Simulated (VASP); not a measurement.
# LaSb (Fm-3m) in VASP: further runs

The runs below take LaSb through single point, with LDA.

Everything below comes from runs of VASP 6.6.1. Logs are shortened: lines on timing, memory, paths and dates and some standing lists are left out, and cuts for length are marked.

## (1) The cell of the first run

The structure is cubic, space group Fm-3m (No. 225). The conventional cell has a = 6.512 Å, b = 6.512 Å, c = 6.512 Å, α = 90.00°, β = 90.00°, γ = 90.00°. La (site symmetry m-3m) has 6 Sb at 3.26 Å within 4.3 Å. Within 4.3 Å of Sb (site symmetry m-3m) lie 6 La at 3.26 Å.

## (2) Single point, LDA

INCAR

```
SYSTEM = LaSb
PREC = Accurate ; ENCUT = 520
EDIFF = 1E-6 ; ISMEAR = 0
SIGMA = 0.1 ; LREAL = .False.
LASPH = .True. ; NELM = 80
ALGO = Normal ; ISIF = 2
LWAVE = .False. ; LCHARG = .False.
GGA = CA ; NBANDS = 15
```

KPOINTS

```
Automatic mesh
0
Gamma
  8 8 8
  0 0 0
```

POSCAR

```
LaSb
1.0
    0.0000000000      3.2557808101      3.2557808101
    3.2557808101      0.0000000000      3.2557808101
    3.2557808101      3.2557808101      0.0000000000
La Sb
1 1
Direct
    0.0000000000      0.0000000000      0.0000000000
    0.5000000000      0.5000000000      0.5000000000
```

Potentials or basis: VASP PAW LDA potentials, release 64 (La, Sb).

Run with:

```
$ cat potpaw_LDA.64/La/POTCAR potpaw_LDA.64/Sb/POTCAR > POTCAR
$ mpirun -np 1 vasp_std > vasp.out
```

OUTCAR:

```text
SYSTEM = LaSb
   PREC = Accurate
   ENCUT = 520
   EDIFF = 1E-6
   ISMEAR = 0
   LREAL = .False.
   LASPH = .True.
   NELM = 80
   ISIF = 2
   GGA = CA

 ion  position               nearest neighbor table
   1  0.000  0.000  0.000-   2 3.26   2 3.26   2 3.26   2 3.26   2 3.26   2 3.26
   2  0.500  0.500  0.500-   1 3.26   1 3.26   1 3.26   1 3.26   1 3.26   1 3.26

  LATTYP: Found a face centered cubic cell.
 ALAT       =     6.5115616202

  Lattice vectors:

 A1 = (   0.0000000000,   3.2557808101,   3.2557808101)
 A2 = (   3.2557808101,   0.0000000000,   3.2557808101)
 A3 = (   3.2557808101,   3.2557808101,   0.0000000000)

Analysis of symmetry for initial positions (statically):
=====================================================================
 Subroutine PRICEL returns:
 Original cell was already a primitive cell.

 Routine SETGRP: Setting up the symmetry group for a
 face centered cubic supercell.

 Subroutine GETGRP returns: Found 48 space group operations
 (whereof 48 operations were pure point group operations)
 out of a pool of 48 trial point group operations.

The static configuration has the point symmetry O_h .

Analysis of symmetry for dynamics (positions and initial velocities):
=====================================================================
 Subroutine PRICEL returns:
 Original cell was already a primitive cell.

 Routine SETGRP: Setting up the symmetry group for a
 face centered cubic supercell.

 Subroutine GETGRP returns: Found 48 space group operations
 (whereof 48 operations were pure point group operations)
 out of a pool of 48 trial point group operations.

The dynamic configuration has the point symmetry O_h .

 Subroutine INISYM returns: Found 48 space group operations
 (whereof 48 operations are pure point group operations),
 and found     1 'primitive' translations

----------------------------------------------------------------------------------------

                                     Primitive cell

  volume of cell :      69.0233

  direct lattice vectors                    reciprocal lattice vectors
     0.000000000  3.255780810  3.255780810    -0.153572992  0.153572992  0.153572992
     3.255780810  0.000000000  3.255780810     0.153572992 -0.153572992  0.153572992
     3.255780810  3.255780810  0.000000000     0.153572992  0.153572992 -0.153572992

  length of vectors
     4.604369378  4.604369378  4.604369378     0.265996225  0.265996225  0.265996225

  position of ions in fractional coordinates (direct lattice)
[... 85 lines left out ...]
   ISIF   =      2    stress and relaxation
   ISYM   =      2    0-nonsym 1-usesym 2-fastsym
   POTIM  = 0.5000    time-step for ionic-motion
   TEBEG  =    0.0;   TEEND  =   0.0 temperature during run
   PSTRESS=    0.0 pullay stress
   NELECT =      16.0000    total number of electrons
   NUPDOWN=      -1.0000    fix difference up-down
   EMIN   =  10.00;   EMAX   =-10.00  energy-range for DOS
   EFERMI =   0.00;   METHOD = LEGACY
   ISMEAR =     0;   SIGMA  =   0.10  broadening in eV -4-tet -1-fermi 0-gaus
   EFERMI_NEDOS =   21; number of points for ismear=-14 and -15
   IALGO  =     38    algorithm
   IMIX   =      4    mixing-type and parameters
     AMIX     =   0.40;   BMIX     =  1.00
     AMIX_MAG =   1.60;   BMIX_MAG =  1.00
  volume/ion in A,a.u.               =      34.51       232.90
  Fermi-wavevector in a.u.,A,eV,Ry     =   1.005657  1.900415 13.760184  1.011345
  Thomas-Fermi vector in A             =   2.138350
   LORBIT       =      0    0 simple, 1 ext, 2 COOP (PROOUT), +10 PAW based schemes
   GGA     = CA    functional components
   LHFCALC =     F    Hartree Fock is set to
   AEXX    =    0.0000 exact exchange contribution
   IVDW    =     0    specifies the selected vdW correction
   LEPSILON=     F    determine dielectric tensor
   LRPA    =     F    only Hartree local field effects (RPA)
 non-spin polarized calculation
 Gauss-broadening in eV      SIGMA  =   0.10
  energy-cutoff  :      520.00
  volume of cell :       69.02
 maximum number of plane-waves:      1880
 NGX is ok and might be reduce to    36
   NGX = 17   NGY = 17   NGZ = 17

 number of electron      16.0000000 magnetization

 Free energy of the ion-electron system (eV)
  ---------------------------------------------------
  ext. energy  EPLUGINS =         0.00000000
  ---------------------------------------------------
  free energy    TOTEN  =       -12.87968324 eV

  energy without entropy =      -12.87784243  energy(sigma->0) =      -12.87876283

 E-fermi :   6.3644     XC(G=0):  -9.5675

 val. band max:        6.3365455108   @ k =   0.1250   0.1250   0.0000
 cond. band min:       6.6120574636   @ k =   0.0000   0.0000   0.0000
 fundamental gap:      0.2755119528
 Fermi energy:         6.3643883183

 k-point     1 :       0.0000    0.0000    0.0000
  band No.  band energies     occupation
      1     -25.9917      2.00000
      2      -9.6448      2.00000
      3      -9.6448      2.00000
      4      -9.6448      2.00000
      5      -2.5039      2.00000
      6       6.6121      0.00046
      7       6.6121      0.00046
      8       6.6121      0.00046
      9       7.6827      0.00000
     10       7.6827      0.00000
     11       7.6827      0.00000
     12       8.2172      0.00000
     13       8.4091      0.00000
     14       8.4157      0.00000
[... 401 lines left out ...]
      2      -9.9185      2.00000
      3      -9.7370      2.00000
      4      -9.6869      2.00000
      5      -1.4481      2.00000
      6       3.8142      2.00000
      7       4.9652      2.00000
      8       5.0459      2.00000
      9       8.0730      0.00000
     10       8.1703      0.00000
     11       8.3502      0.00000
     12       8.4448      0.00000
     13       8.4841      0.00000
     14       8.5345      0.00000
     15       8.5641      0.00000

 [... further k-points ...]
[... 5 lines left out ...]
  --------------------------------------------------------------------------------------
  -------------------------------------------------------------------------------------
  Total       -1.1898617     -1.1898617     -1.1898617      0.0000000      0.0000000      0.0000000
  in kB      -27.6192311    -27.6192311    -27.6192311      0.0000000      0.0000000      0.0000000
  external PRESSURE =     -27.6192311 kB  Pullay stress =       0.0000000 kB

 VOLUME and BASIS-vectors are now :
 -----------------------------------------------------------------------------
  energy-cutoff  :      520.00
  volume of cell :       69.02
      direct lattice vectors                 reciprocal lattice vectors
     0.000000000  3.255780810  3.255780810    -0.153572992  0.153572992  0.153572992
     3.255780810  0.000000000  3.255780810     0.153572992 -0.153572992  0.153572992
     3.255780810  3.255780810  0.000000000     0.153572992  0.153572992 -0.153572992

 POSITION                                       TOTAL-FORCE (eV/Angst)
 -----------------------------------------------------------------------------------
      0.00000      0.00000      0.00000         0.000000      0.000000      0.000000
      3.25578      3.25578      3.25578        -0.000000     -0.000000      0.000000
 -----------------------------------------------------------------------------------
    total drift:                                0.000000      0.000000      0.000000

  FREE ENERGIE OF THE ION-ELECTRON SYSTEM (eV)
  ---------------------------------------------------
  free  energy   TOTEN  =       -12.8796832417 eV

  energy  without entropy=      -12.8778424275  energy(sigma->0) =      -12.87876283
```

stdout:

```text
POSCAR found type information on POSCAR LaSb
 POSCAR found :  2 types and       2 ions
 scaLAPACK will be used
 LDA part: xc-table for (Slater(with rela. corr.)+CA(PZ))
 , standard interpolation
 POSCAR, INCAR and KPOINTS ok, starting setup
 FFT: planning ... GRIDC
 FFT: planning ... GRID_SOFT
 FFT: planning ... GRID
 WAVECAR not read
 entering main loop
```

It took 51 s on 1 thread of AMD EPYC 7R13, shared host; peak memory 0.17 GiB.

Results:

```yaml
Free_energy: -12.8797 eV
Pressure: -2.8 GPa
Band_gap_on_the_k_mesh: zero (bands 8 and 9 overlap by 0.43 eV)
```

Levels at points of the mesh, in eV from the Fermi level:
```tsv
k point	band 4	band 5	band 6	band 7	band 8	band 9	band 10	band 11	band 12	band 13
(0.00, 0.00, 0.00)	-16.01	-8.87	0.25	0.25	0.25	1.32	1.32	1.32	1.85	2.04
(0.50, 0.00, 0.00)	-16.02	-7.58	-3.13	-1.55	-1.55	1.76	1.95	1.95	2.13	2.13
(0.50, 0.50, 0.00)	-16.11	-8.31	-1.41	-0.21	-0.21	-0.19	2.01	2.04	2.08	2.08
```

Caveat: spin-orbit coupling is left out, which moves the levels of the heavy elements.

## (3) Single point, LDA

This run uses another cell than the first one, of 35.54 Å³/atom.

INCAR

```
PREC     = Accurate       # precision mode
ENCUT    = 520            # plane-wave cutoff, eV
EDIFF    = 1E-6           # SCF threshold, eV
ISMEAR   = 0              # smearing method
SIGMA    = 0.1            # smearing width, eV
LREAL    = False          # projectors in reciprocal space
LASPH    = True           # aspherical terms in the spheres
NELM     = 80             # most SCF steps
ALGO     = Normal         # electronic algorithm
ISIF     = 2              # what is computed and relaxed
LWAVE    = False          # write WAVECAR
LCHARG   = False          # write CHGCAR
NBANDS   = 15             # bands
```

KPOINTS

```
Automatic mesh
0
Gamma
  8 8 8
```

POSCAR

```
LaSb
1.0
    0.0000000000      3.2877022654      3.2877022654
    3.2877022654      0.0000000000      3.2877022654
    3.2877022654      3.2877022654      0.0000000000
La Sb
1 1
Direct
    0.0000000000      0.0000000000      0.0000000000
    0.5000000000      0.5000000000      0.5000000000
```

Potentials or basis: VASP PAW LDA potentials, release 64 (La, Sb).

Run with:

```
$ cat potpaw_LDA.64/La/POTCAR potpaw_LDA.64/Sb/POTCAR > POTCAR
$ mpirun -np 1 vasp_std > vasp.out
```

Wall time 56 s (1 thread of AMD EPYC 7R13, shared host); peak memory 0.17 GiB.

It converged, with:

```
Free energy            : -12.8356 eV
Pressure               : -4.1 GPa
Band gap on the k mesh : zero (bands 8 and 9 overlap by 0.36 eV)
```

Levels at points of the mesh, in eV from the Fermi level:
| k point | band 4 | band 5 | band 6 | band 7 | band 8 | band 9 | band 10 | band 11 | band 12 | band 13 |
| --- | --- | --- | --- | --- | --- | --- | --- | --- | --- | --- |
| (0.00, 0.00, 0.00) | -16.11 | -8.81 | 0.22 | 0.22 | 0.22 | 1.30 | 1.30 | 1.30 | 1.76 | 2.01 |
| (0.50, 0.00, 0.00) | -16.12 | -7.62 | -3.07 | -1.51 | -1.51 | 1.68 | 1.85 | 1.85 | 2.01 | 2.01 |
| (0.50, 0.50, 0.00) | -16.20 | -8.26 | -1.44 | -0.25 | -0.25 | -0.15 | 1.90 | 1.93 | 1.97 | 1.97 |

Caveat: the cell stands under tension; spin-orbit coupling is left out, which moves the levels of the heavy elements.

## (4) Single point, LDA

This run uses another cell than the first one, of 36.56 Å³/atom.

INCAR

```
SYSTEM = LaSb
ALGO = Normal ; EDIFF = 1E-6
ENCUT = 520 ; ISIF = 2
ISMEAR = 0 ; LASPH = .True.
LCHARG = .False. ; LREAL = .False.
LWAVE = .False. ; NBANDS = 15
NELM = 60 ; PREC = Accurate
SIGMA = 0.1
```

KPOINTS

```
k-points
0
Gamma
  8 8 8
  0 0 0
```

POSCAR

```
LaSb
1.0
    0.0000000000      3.3190156001      3.3190156001
    3.3190156001      0.0000000000      3.3190156001
    3.3190156001      3.3190156001      0.0000000000
La Sb
1 1
Direct
    0.0000000000      0.0000000000      0.0000000000
    0.5000000000      0.5000000000      0.5000000000
```

Run with:

```
$ cat potpaw_LDA.64/La/POTCAR potpaw_LDA.64/Sb/POTCAR > POTCAR
$ mpirun -np 1 vasp_std > vasp.out
```

Run time: 53 s. Hardware: 1 thread of AMD EPYC 7R13, shared host; peak memory 0.17 GiB.

Results (log left out):

```
Free energy            : -12.7757 eV
Pressure               : -5.2 GPa
Band gap on the k mesh : zero (bands 8 and 9 overlap by 0.29 eV)
```

Levels at points of the mesh, in eV from the Fermi level:
```csv
k point,band 4,band 5,band 6,band 7,band 8,band 9,band 10,band 11,band 12,band 13
"(0.00, 0.00, 0.00)",-16.21,-8.75,0.18,0.18,0.18,1.28,1.28,1.28,1.66,1.96
"(0.50, 0.00, 0.00)",-16.22,-7.65,-3.02,-1.48,-1.48,1.59,1.74,1.74,1.89,1.89
"(0.50, 0.50, 0.00)",-16.29,-8.22,-1.46,-0.29,-0.29,-0.11,1.79,1.82,1.85,1.85
```

Caveat: the cell stands under tension; spin-orbit coupling is left out, which moves the levels of the heavy elements.

## (5) Summary

```tsv
cell	gap on the mesh (eV)	pressure (GPa)
a = 4.604 Å, angles 60.0°, 2 atoms	none	-2.8
a = 4.650 Å, angles 60.0°, 2 atoms	none	-4.1
a = 4.694 Å, angles 60.0°, 2 atoms	none	-5.2
```

Alike in all rows: task single point; level LDA; potentials or basis VASP PAW LDA potentials, release 64 (La, Sb); no spin polarisation; k mesh 8 × 8 × 8; cutoff (eV) 520; smearing gaussian 0.1 eV.

Caveats: spin-orbit coupling is left out, which moves the levels of the heavy elements; the cell stands under tension (at least some runs).

Absolute energies hang on the potentials; compare differences alone.
